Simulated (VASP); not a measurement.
Wanted: the native input for a VASP 6.6.1 run.

```
Task                               : single point
Functional                         : HSE06
Potentials or basis                : VASP PAW PBE potentials, release 64 (Mo_sv)
Cutoff                             : 520 eV
k mesh                             : 8 × 8 × 8
Occupations                        : fermi-dirac, width 0.05 eV
Spin                               : no spin polarisation
Dipole correction                  : no
Grid for exact exchange (PRECFOCK) : Normal
Further INCAR settings             : ALGO = Normal; EDIFF = 1e-06; NBANDS = 13
Share of exact exchange            : 0.25
Screening parameter                : 0.2079 1/Å
```

Crystal: Mo.

```
Mo
1.0
    -1.57318    1.57318    1.57318
     1.57318   -1.57318    1.57318
     1.57318    1.57318   -1.57318
Mo
1
Direct
  0.00000 0.00000 0.00000
```

One way to write it, as run:

POSCAR

```
Mo
1.0
   -1.5731790612      1.5731790612      1.5731790612
    1.5731790612     -1.5731790612      1.5731790612
    1.5731790612      1.5731790612     -1.5731790612
Mo
1
Direct
    0.0000000000      0.0000000000      0.0000000000
```

INCAR.step1

```
ALGO = Normal
EDIFF = 1E-5
ENCUT = 520
GGA = PE
ISIF = 2
ISMEAR = -1
LASPH = T
LREAL = F
LWAVE = T
NBANDS = 13
NELM = 60
PREC = Accurate
SIGMA = 0.05
```

INCAR.step2

```
ALGO = Normal
EDIFF = 1E-6
ENCUT = 520
GGA = PE
HFSCREEN = 0.2079
ISIF = 2
ISMEAR = -1
ISTART = 1
LASPH = T
LCHARG = T
LELF = T
LHFCALC = T
LREAL = F
LVHAR = T
LWAVE = F
NBANDS = 13
NELM = 60
PREC = Accurate
PRECFOCK = Normal
SIGMA = 0.05
```

KPOINTS

```
k-points
0
Gamma
  8 8 8
```

Potentials or basis: VASP PAW PBE potentials, release 64 (Mo_sv).

Command:

```console
$ cat potpaw_PBE.64/Mo_sv/POTCAR > POTCAR
$ cp INCAR.step1 INCAR
$ mpirun -np 1 vasp_std > vasp.out
$ cp INCAR.step2 INCAR
$ mpirun -np 1 vasp_std > vasp.out
```

Results of the run:

* Pressure: -0.6 GPa
* Band gap on the k mesh: zero (bands 7 and 8 overlap by 6.24 eV)

Caveat: the PAW data sets were made with another functional, which shifts forces and pressure a little.

Run time: 49 min on 1 thread of AMD EPYC 7R43 64-Core Processor (Zen 3), with other jobs on the host, peak memory 0.2 GiB.
